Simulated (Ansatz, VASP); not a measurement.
**One calculation of SiO2, two programs**

```xyz
24
Lattice="7.2779 0.0000 0.0000 0.0000 7.2779 0.0000 0.0000 0.0000 7.2779" Properties=species:S:1:pos:R:3 pbc="T T T"
Si    1.9472    1.9472    1.9472
Si    1.6917    5.3307    5.5862
Si    5.5862    1.6917    5.3307
Si    5.3307    5.5862    1.6917
Si    7.3762    7.3762    7.3762
Si    3.5406   -0.0983    3.7372
Si    3.7372    3.5406   -0.0983
Si   -0.0983    3.7372    3.5406
O     1.0227    1.0227    1.0227
O     2.6162    6.2552    4.6616
O     4.6616    2.6162    6.2552
O     6.2552    4.6616    2.6162
O     4.6397    4.7032    0.5429
O     6.2771    2.5747    4.1818
O     1.0008    6.2136    6.7350
O     2.6381    1.0642    3.0960
O     0.5429    4.6397    4.7032
O     4.1818    6.2771    2.5747
O     6.7350    1.0008    6.2136
O     3.0960    2.6381    1.0642
O     4.7032    0.5429    4.6397
O     2.5747    4.1818    6.2771
O     6.2136    6.7350    1.0008
O     1.0642    3.0960    2.6381
```

Alike in both runs: functional LDA; k mesh 4 × 4 × 4; occupations gaussian, width 0.02 eV; no spin polarisation.

Ansatz relaxed the structure, and its values are those at the end. VASP's run is a single point on that final structure, the one shown.

|  | VASP | Ansatz |
| --- | --- | --- |
| version | VASP 6.6.1 | Ansatz 0.2.0 |
| potentials or method | VASP PAW LDA potentials, release 64 (Si, O), cutoff 520 eV | scalar-relativistic, plane waves, PAW |
| valence electrons in the cell | 128 | 128 |

|  | VASP | Ansatz | Ansatz less VASP |
| --- | --- | --- | --- |
| gap on the k mesh at the Fermi level (eV) | 5.42 | 5.42 | +0.005 |
| least direct gap on the mesh (eV) | 5.42 | 5.42 | +0.005 |
| pressure (GPa) | -0.6 | -1.1 | -0.46 |
| rms of the force components (eV/Å) | 0.006 | 0.000 | -0.0059 |

LDA's correlation is that of Perdew and Zunger in VASP and of Perdew and Wang (1992) in Ansatz. Ansatz's warnings: stress scf threshold loose.
